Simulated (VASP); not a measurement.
Write the native input for VASP 6.6.1 that does the following.

* Task: single point
* Functional: HSE06
* Potentials or basis: VASP PAW PBE potentials, release 64 (C)
* Cutoff: 520 eV
* k mesh: 8 × 8 × 8
* Occupations: gaussian, width 0.01 eV
* Spin: no spin polarisation
* Dipole correction: no
* Grid for exact exchange (PRECFOCK): Normal
* Further INCAR settings: ALGO = Normal; EDIFF = 1e-06; NBANDS = 11
* Share of exact exchange: 0.25
* Screening parameter: 0.2079 1/Å

The system is C.

```
C
1.0
     0.00000    1.70892    1.79611
     1.70892    0.00000    1.79611
     1.70892    1.70892    0.00000
C
2
Direct
  0.00000 0.00000 0.00000
  0.25000 0.25000 0.25000
```

This cell differs from its parent crystal: epitaxial xy strain -4.0%.

These files were run (other wordings do the same):

POSCAR

```
C
1.0
    0.0000000000      1.7089191768      1.7961065760
    1.7089191768      0.0000000000      1.7961065760
    1.7089191768      1.7089191768      0.0000000000
C
2
Direct
    0.0000000000      0.0000000000      0.0000000000
    0.2500000000      0.2500000000      0.2500000000
```

INCAR.step1

```
SYSTEM = C
  PREC = Accurate
  ENCUT = 520
  EDIFF = 1E-5
  ISMEAR = 0
  SIGMA = 0.01
  LREAL = .False.
  LASPH = .True.
  NELM = 80
  ALGO = Normal
  ISIF = 2
  LWAVE = .True.
  LCHARG = .False.
  GGA = PE
  NBANDS = 11
```

INCAR.step2

```
SYSTEM = C
  PREC = Accurate
  ENCUT = 520
  EDIFF = 1E-6
  ISMEAR = 0
  SIGMA = 0.01
  LREAL = .False.
  LASPH = .True.
  NELM = 80
  ALGO = Normal
  ISIF = 2
  LWAVE = .False.
  LCHARG = .False.
  GGA = PE
  LHFCALC = .True.
  HFSCREEN = 0.2079
  PRECFOCK = Normal
  ISTART = 1
  NBANDS = 11
```

KPOINTS

```
regular mesh
0
Gamma
  8 8 8
  0 0 0
```

Potentials or basis: VASP PAW PBE potentials, release 64 (C).

Command:

```sh
$ cat potpaw_PBE.64/C/POTCAR > POTCAR
$ cp INCAR.step1 INCAR
$ mpirun -np 1 vasp_std > vasp.out
$ cp INCAR.step2 INCAR
$ mpirun -np 1 vasp_std > vasp.out
```

It gave:

```yaml
Pressure: 32.8 GPa
Band_gap_on_the_k_mesh: 4.77 eV (least direct gap 6.72 eV)
```

Caveat: the cell differs from its parent crystal (epitaxial xy strain -4.0%); the stress differs along the axes, from -4 to 51 GPa; the PAW data sets were made with another functional, which shifts forces and pressure a little.

Run time: 5.9 min on 1 thread of Intel(R) Xeon(R) 6975P-C (Granite Rapids), with other jobs on the host, peak memory 0.22 GiB.
